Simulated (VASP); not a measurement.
A run of VASP 6.6.1:

File INCAR:

```
SYSTEM = Cu3Pd
ALGO = Normal ; EDIFF = 1E-8
ENCUT = 520 ; GGA = PS
ISIF = 2 ; ISMEAR = -1
LASPH = .True. ; LCHARG = .False.
LEFG = .True. ; LREAL = .False.
LWAVE = .False. ; NBANDS = 30
NELM = 100 ; PREC = Accurate
SIGMA = 0.05
```

The input KPOINTS:

```
k-points
0
Gamma
  9 9 9
  0 0 0
```

POSCAR

```
Cu3Pd
1.0
    3.7343655393      0.0000000000      0.0000000000
    0.0000000000      3.7343655393      0.0000000000
    0.0000000000      0.0000000000      3.7343655393
Cu Pd
3 1
Direct
    0.0000000000      0.5000000000      0.5000000000
    0.5000000000      0.0000000000      0.5000000000
    0.5000000000      0.5000000000      0.0000000000
    0.0000000000      0.0000000000      0.0000000000
```

Potentials or basis: VASP PAW PBE potentials, release 64 (Cu, Pd).

Launch:

```console
$ cat potpaw_PBE.64/Cu/POTCAR potpaw_PBE.64/Pd/POTCAR > POTCAR
$ mpirun -np 1 vasp_std > vasp.out
```

Hardware: 1 thread of AMD EPYC 7R13 (shared host).

Question: Estimate the wall time of this run.

Answer: It took 2.3 min on 1 thread of AMD EPYC 7R13, on a shared host, peak memory 0.16 GiB. Counts: scf iterations 19, k points 35.
